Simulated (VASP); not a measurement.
A run of VASP 6.6.1 is set up as follows.

Contents of INCAR:

```
PREC = Accurate ; ENCUT = 520
EDIFF = 1E-6 ; ISMEAR = 0
SIGMA = 0.1 ; LREAL = F
LASPH = T ; NELM = 80
ALGO = Normal ; ISIF = 2
LWAVE = F ; LCHARG = F
GGA = PE ; NBANDS = 18
```

File KPOINTS:

```
Automatic mesh
0
Gamma
  20 20 20
```

Contents of POSCAR:

```
FeMo
1.0
    0.0000000000      2.4221290111      2.4221290111
    2.4221290111      0.0000000000      2.4221290111
    2.4221290111      2.4221290111      0.0000000000
Fe Mo
1 1
Direct
    0.0000000000      0.0000000000      0.0000000000
    0.5000000000      0.5000000000      0.5000000000
```

Potentials or basis: VASP PAW PBE potentials, release 64 (Fe, Mo_sv).

Command:

```console
$ cat potpaw_PBE.64/Fe/POTCAR potpaw_PBE.64/Mo_sv/POTCAR > POTCAR
$ mpirun -np 1 vasp_std > vasp.out
```

**Question.** What does it give for the pressure?

**Answer.** 0.0 GPa.

**Question.** Estimate the band gap on the k mesh.

**Answer.** Zero (bands 11 and 12 overlap by 2.87 eV).

Caveat: the run has no spin polarisation, though such a crystal can be magnetic. Spin polarisation is off, so any magnetic state and its effect on volume and gap are missing.
